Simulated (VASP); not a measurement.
# Ta12AsH3 in VASP: single point with PBE+D3(BJ)

Aim: the single point of Ta12AsH3 with PBE+D3(BJ).

Program: VASP 6.6.1. These are calculated values, not measurements. Logs are shortened: lines on timing, memory, paths and dates and some standing lists are left out, and cuts for length are marked.

## Step 1: The cell of the first run

The cell holds a slab with vacuum, 16 atoms: a = 5.690 Å, b = 5.690 Å, c = 24.141 Å, α = 90.00°, β = 90.00°, γ = 109.47°.

## Step 2: Single point, PBE+D3(BJ)

INCAR

```
SYSTEM = Ta12AsH3
PREC = Accurate ; ENCUT = 520
EDIFF = 1E-7 ; ISMEAR = 0
SIGMA = 0.1 ; LREAL = Auto
LASPH = .True. ; NELM = 80
ALGO = Normal ; ISIF = 2
LWAVE = .False. ; LCHARG = .True.
LDIPOL = .True. ; IDIPOL = 3
DIPOL = 0.5 0.5 0.462 ; GGA = PE
IVDW = 12 ; LELF = .True.
LVHAR = .True. ; LVACPOTAV = .True.
NBANDS = 84
```

KPOINTS

```
Automatic mesh
0
Gamma
  4 4 1
  0 0 0
```

POSCAR

```
Ta12AsH3
1.0
    5.6896945745      0.0000000000      0.0000000000
   -1.8965648582      5.3642954887      0.0000000000
    0.0000000000      0.0000000000     24.1405161666
Ta As H
12 1 3
Direct
    0.2500000000      0.2500000000      0.3313930798
    0.2500000000      0.7500000000      0.3313930798
    0.7500000000      0.2500000000      0.3313930798
    0.7500000000      0.7500000000      0.3313930798
    0.4999650323      0.5000449176      0.4246473017
    0.5029375470      0.0009004940      0.4246826587
   -0.0009211111      0.4970661318      0.4246836592
    0.0016265806     -0.0016035117      0.4253849484
    0.7364839781      0.7335649865      0.5214708963
    0.7637015490      0.2362705804      0.5238504733
    0.2434277521      0.7565883123      0.5198895383
    0.2665034886      0.2635152867      0.5214712078
    1.0225990906      0.9774120340      0.5992642450
    1.0811500183      0.4472995782      0.5614045036
    0.5774719339      0.4226376984      0.5646624172
    0.5526605019      0.9188422143      0.5614233823
```

Potentials or basis: VASP PAW PBE potentials, release 64 (Ta_pv, As, H).

Command:

```bash
> cat potpaw_PBE.64/Ta_pv/POTCAR potpaw_PBE.64/As/POTCAR potpaw_PBE.64/H/POTCAR > POTCAR
> mpirun -np 1 vasp_std > vasp.out
```

OUTCAR:

```text
SYSTEM = Ta12AsH3
   PREC = Accurate
   ENCUT = 520
   EDIFF = 1E-7
   ISMEAR = 0
   LREAL = Auto
   LASPH = .True.
   NELM = 80
   ISIF = 2
   GGA = PE
   IVDW = 12
 IVDW          = 12

 ion  position               nearest neighbor table
   1  0.250  0.250  0.331-   5 2.79   8 2.80   3 2.84   3 2.84   2 2.84   2 2.84   7 3.23   6 3.24
                             4 3.28   4 3.28
   2  0.250  0.750  0.331-   6 2.79   7 2.79   4 2.84   4 2.84   1 2.84   1 2.84   5 3.23   8 3.24
                             3 3.28   3 3.28
   3  0.750  0.250  0.331-   7 2.78   6 2.78   1 2.84   1 2.84   4 2.84   4 2.84   5 3.23   8 3.26
                             2 3.28   2 3.28
   4  0.750  0.750  0.331-   5 2.79   8 2.80   2 2.84   2 2.84   3 2.84   3 2.84   6 3.23   7 3.24
                             1 3.28   1 3.28
   5  0.500  0.500  0.425-   4 2.79   1 2.79  12 2.80   9 2.80   6 2.84   7 2.84   7 2.85   6 2.85
                             2 3.23   3 3.23   8 3.28   8 3.29  11 3.31  10 3.43
   6  0.503  0.001  0.425-   3 2.78   2 2.79  11 2.83   8 2.84   5 2.84   5 2.85   8 2.85  10 2.90
                             4 3.23   1 3.24   7 3.26  12 3.29   9 3.30   7 3.31
   7  0.999  0.497  0.425-   3 2.78   2 2.79  11 2.83   8 2.84   5 2.84   5 2.85   8 2.85  10 2.90
                             1 3.23   4 3.24   6 3.26   9 3.29  12 3.30   6 3.31
   8  0.002  0.998  0.425-   1 2.80   4 2.80   7 2.84   6 2.84   6 2.85   7 2.85   9 2.90  12 2.90
                            11 3.20   2 3.24  10 3.25   3 3.26   5 3.28   5 3.29
   9  0.736  0.734  0.521-  16 1.97  15 1.99  13 2.57   5 2.80  10 2.81  11 2.84  11 2.85  10 2.89
                             8 2.90  12 3.09   7 3.29   6 3.30  12 3.48
  10  0.764  0.236  0.524-  15 1.99  14 2.02  16 2.02   9 2.81  12 2.81  12 2.88   9 2.89   6 2.90
                             7 2.90  13 3.02   8 3.25  11 3.29  11 3.29   5 3.43
  11  0.243  0.757  0.520-  16 1.97  14 1.97  13 2.81   6 2.83   7 2.83  12 2.84   9 2.84   9 2.85
                            12 2.85   8 3.20  10 3.29  10 3.29   5 3.31
  12  0.267  0.264  0.521-  14 1.97  15 1.99  13 2.57   5 2.80  10 2.81  11 2.84  11 2.85  10 2.88
                             8 2.90   9 3.09   6 3.29   7 3.30   9 3.48
  13  0.023  0.977  0.599-   9 2.57  12 2.57  11 2.81  10 3.02
  14  0.081  0.447  0.561-  12 1.97  11 1.97  10 2.02
  15  0.577  0.423  0.565-  10 1.99   9 1.99  12 1.99
  16  0.553  0.919  0.561-  11 1.97   9 1.97  10 2.02

  LATTYP: Found a base centered orthorhombic cell.
 ALAT       =     6.5698933884
 B/A-ratio  =     1.4142135624
 C/A-ratio  =     3.6744152058

  Lattice vectors:

 A1 = (   5.6896945745,   0.0000000000,   0.0000000000)
 A2 = (  -1.8965648582,   5.3642954887,   0.0000000000)
 A3 = (   0.0000000000,   0.0000000000,  24.1405161666)

Analysis of symmetry for initial positions (statically):
=====================================================================
 Subroutine PRICEL returns:
 Original cell was already a primitive cell.

 Routine SETGRP: Setting up the symmetry group for a
 base centered orthorhombic supercell.

 Subroutine GETGRP returns: Found  1 space group operations
 (whereof  1 operations were pure point group operations)
 out of a pool of  8 trial point group operations.

The static configuration has the point symmetry C_1 .

Analysis of symmetry for dynamics (positions and initial velocities):
=====================================================================
 Subroutine PRICEL returns:
 Original cell was already a primitive cell.

 Routine SETGRP: Setting up the symmetry group for a
 base centered orthorhombic supercell.

 Subroutine GETGRP returns: Found  1 space group operations
 (whereof  1 operations were pure point group operations)
 out of a pool of  8 trial point group operations.

The dynamic configuration has the point symmetry C_1 .

 Subroutine INISYM returns: Found  1 space group operations
 (whereof  1 operations are pure point group operations),
 and found     1 'primitive' translations

----------------------------------------------------------------------------------------

                                     Primitive cell

  volume of cell :     736.7976

  direct lattice vectors                    reciprocal lattice vectors
     5.689694574  0.000000000  0.000000000     0.175756359  0.062139257  0.000000000
    -1.896564858  5.364295489  0.000000000     0.000000000  0.186417770  0.000000000
     0.000000000  0.000000000 24.140516167     0.000000000  0.000000000  0.041424135

  length of vectors
     5.689694574  5.689694575 24.140516167     0.186417770  0.186417770  0.041424135

[... 55 lines left out ...]
  Shift w.r.t. Gamma in fractional coordinates (k-lattice)
     0.000000000  0.000000000  0.000000000

 Subroutine IBZKPT returns following result:
 ===========================================

 Found     10 irreducible k-points:

 Following reciprocal coordinates:
            Coordinates               Weight
  0.000000  0.000000  0.000000      1.000000
  0.250000  0.000000  0.000000      2.000000
  0.000000  0.250000  0.000000      2.000000
  0.500000  0.000000  0.000000      1.000000
  0.000000  0.500000  0.000000      1.000000
  0.250000  0.250000  0.000000      2.000000
  0.500000  0.250000  0.000000      2.000000
  0.250000  0.500000  0.000000      2.000000
 -0.250000  0.250000  0.000000      2.000000
  0.500000  0.500000  0.000000      1.000000
   k-points           NKPTS =     10   k-points in BZ     NKDIM =     10   number of bands    NBANDS=     84
   number of dos      NEDOS =    301   number of ions     NIONS =     16
   total plane-waves  NPLWV = 317520
   dimension x,y,z NGX =    42 NGY =   42 NGZ =  180
   dimension x,y,z NGXF=    84 NGYF=   84 NGZF=  360
   ions per type =              12   1   3
   NGX,Y,Z   is equivalent  to a cutoff of  12.27, 12.27, 12.40 a.u.
   NGXF,Y,Z  is equivalent  to a cutoff of  24.54, 24.54, 24.79 a.u.
 SYSTEM =  Ta12AsH3
   PREC   = accura    normal or accurate (medium, high low for compatibility)
   ISTART =      0    job   : 0-new  1-cont  2-samecut
   ICHARG =      2    charge: 1-file 2-atom 10-const
   ISPIN  =      1    spin polarized calculation?
   LNONCOLLINEAR =      F non collinear calculations
   LSORBIT =      F    spin-orbit coupling
   LASPH  =      T    aspherical Exc in radial PAW
   ENCUT  =  520.0 eV  38.22 Ry    6.18 a.u.  10.58 10.58 44.89*2*pi/ulx,y,z
   NELM   =     80;   NELMIN=  2; NELMDL= -5     # of ELM steps
   EDIFF  = 0.1E-06   stopping-criterion for ELM
   LREAL  =      T    real-space projection
   EDIFFG = 0.1E-05   stopping-criterion for IOM
   NSW    =      0    number of steps for IOM
   IBRION =     -1    ionic relax: 0-MD 1-quasi-New 2-CG
   NFREE  =      0    steps in history (QN), initial steepest desc. (CG)
   ISIF   =      2    stress and relaxation
   ISYM   =      2    0-nonsym 1-usesym 2-fastsym
   POTIM  = 0.5000    time-step for ionic-motion
   TEBEG  =    0.0;   TEEND  =   0.0 temperature during run
   PSTRESS=    0.0 pullay stress
   NELECT =     140.0000    total number of electrons
   NUPDOWN=      -1.0000    fix difference up-down
   EMIN   =  10.00;   EMAX   =-10.00  energy-range for DOS
   EFERMI =   0.00;   METHOD = LEGACY
   ISMEAR =     0;   SIGMA  =   0.10  broadening in eV -4-tet -1-fermi 0-gaus
   EFERMI_NEDOS =   21; number of points for ismear=-14 and -15
   IALGO  =     38    algorithm
   IMIX   =      4    mixing-type and parameters
     AMIX     =   0.40;   BMIX     =  1.00
     AMIX_MAG =   1.60;   BMIX_MAG =  1.00
  volume/ion in A,a.u.               =      46.05       310.76
  Fermi-wavevector in a.u.,A,eV,Ry     =   0.941170  1.778554 12.052056  0.885801
  Thomas-Fermi vector in A             =   2.068654
   LORBIT       =      0    0 simple, 1 ext, 2 COOP (PROOUT), +10 PAW based schemes
   GGA     = PE    functional components
   LHFCALC =     F    Hartree Fock is set to
   AEXX    =    0.0000 exact exchange contribution
   IVDW    =    12    specifies the selected vdW correction
   LEPSILON=     F    determine dielectric tensor
   LRPA    =     F    only Hartree local field effects (RPA)
 non-spin polarized calculation
 Gauss-broadening in eV      SIGMA  =   0.10
  energy-cutoff  :      520.00
  volume of cell :      736.80
 maximum number of plane-waves:     19889
   NGX = 21   NGY = 21   NGZ = 89

 dipolmoment           0.000000      0.000000     -0.007147 electrons x Angstroem

 number of electron     140.0000014 magnetization

 dipolmoment           0.000000      0.000000      0.051462 electrons x Angstroem

 Free energy of the ion-electron system (eV)
  ---------------------------------------------------
  ext. energy  EPLUGINS =         0.00000000
  ---------------------------------------------------
  free energy    TOTEN  =      -152.08221025 eV

  energy without entropy =     -152.00026318  energy(sigma->0) =     -152.04123671

 E-fermi :  -1.3833     XC(G=0):  -4.8669

 val. band max:       -1.3989774339   @ k =   0.2500   0.0000   0.0000
 cond. band min:      -1.3749679427   @ k =   0.5000   0.0000   0.0000
 fundamental gap:      0.0240094912
 Fermi energy:        -1.3833140482

 k-point     1 :       0.0000    0.0000    0.0000
  band No.  band energies     occupation
      1     -35.9517      2.00000
      2     -35.9247      2.00000
      3     -35.8833      2.00000
      4     -35.8575      2.00000
      5     -35.8329      2.00000
      6     -35.8327      2.00000
[... 839 lines left out ...]
     81       0.4010      0.00000
     82       0.4186      0.00000
 [bands above 82 left out]

------------------------ aborting loop because EDIFF is reached ----------------------------------------

 vacuum level on the upper side and lower side of the slab       (xc-potential included)         0.027        -0.251

 Edisp (eV)   -5.98737

 E8    (eV) :    -3.1610

  FORCE on cell =-STRESS in cart. coord.  units (eV):
  Direction    XX          YY          ZZ          XY          YZ          ZX
  --------------------------------------------------------------------------------------
  -------------------------------------------------------------------------------------
  Total      -5.24952    -5.31207     0.09863    -0.09186     0.01087    -0.01697
  in kB     -11.41517   -11.55117     0.21447    -0.19975     0.02364    -0.03690
  external pressure =       -7.58 kB  Pullay stress =        0.00 kB

 VOLUME and BASIS-vectors are now :
 -----------------------------------------------------------------------------
  energy-cutoff  :      520.00
  volume of cell :      736.80
      direct lattice vectors                 reciprocal lattice vectors
     5.689694574  0.000000000  0.000000000     0.175756359  0.062139257  0.000000000
    -1.896564858  5.364295489  0.000000000     0.000000000  0.186417770  0.000000000
     0.000000000  0.000000000 24.140516167     0.000000000  0.000000000  0.041424135

 POSITION                                       TOTAL-FORCE (eV/Angst)
 -----------------------------------------------------------------------------------
      0.94828      1.34107      8.00000        -0.079510     -0.127398     -0.021740
     -0.00000      4.02322      8.00000        -0.063773      0.044908     -0.050110
      3.79313      1.34107      8.00000         0.050869     -0.035777      0.070166
      2.84485      4.02322      8.00000         0.093756      0.117633     -0.021706
      1.89628      2.68239     10.25121        -0.001651      0.000120     -0.004791
      2.85985      0.00483     10.25206         0.000380     -0.001433      0.000552
[... 8 lines left out ...]
      2.48408      2.26715     13.63124        -0.005980      0.002687      0.011227
      1.40183      4.92894     13.55305         0.000075      0.001485      0.012491
 -----------------------------------------------------------------------------------
    total drift:                                0.001752     -0.001627     -0.013565

  FREE ENERGIE OF THE ION-ELECTRON SYSTEM (eV)
  ---------------------------------------------------
  free  energy   TOTEN  =      -158.0695813701 eV

  energy  without entropy=     -157.9876343046  energy(sigma->0) =     -158.02860784

 vacuum level on the upper side and lower side of the slab         3.687         3.382
```

Wall time 21 min (1 thread of AMD EPYC 9R45 (Zen 5), shared host); peak memory 0.85 GiB.

Results:

- Free energy: -158.0696 eV
- Largest force: 0.152 eV/Å
- Band gap on the k mesh: zero (bands 70 and 71 overlap by 0.70 eV)
- Dispersion energy per atom: -0.374 eV
- Work function of the upper face: 5.07 eV
- Work function of the lower face: 4.77 eV

Forces in eV/Å, atoms in the order of the input:
```
Ta  -0.080 -0.127 -0.022
Ta  -0.064  0.045 -0.050
Ta   0.051 -0.036  0.070
Ta   0.094  0.118 -0.022
Ta  -0.002  0.000 -0.005
Ta   0.000 -0.001  0.001
Ta   0.004  0.001  0.000
Ta   0.000 -0.001 -0.002
Ta  -0.001 -0.008 -0.018
Ta   0.002  0.002 -0.008
Ta   0.000 -0.001 -0.012
Ta   0.002  0.005 -0.016
As   0.000  0.000  0.046
H   -0.001  0.000  0.013
H   -0.006  0.003  0.011
H    0.000  0.001  0.012
```

Levels at points of the mesh, in eV from the Fermi level:
```tsv
k point	band 66	band 67	band 68	band 69	band 70	band 71	band 72	band 73
(0.00, 0.00, 0.00)	-0.33	-0.09	0.02	0.17	0.32	0.52	0.90	1.16
(0.50, 0.00, 0.00)	-0.64	-0.56	-0.50	-0.44	-0.37	-0.21	0.01	0.09
(0.00, 0.50, 0.00)	-0.64	-0.56	-0.50	-0.44	-0.37	-0.21	0.01	0.09
(0.50, 0.50, 0.00)	-0.33	-0.16	-0.11	-0.08	0.03	0.08	0.27	0.30
```

Caveat: spin-orbit coupling is left out, which moves the levels of the heavy elements.
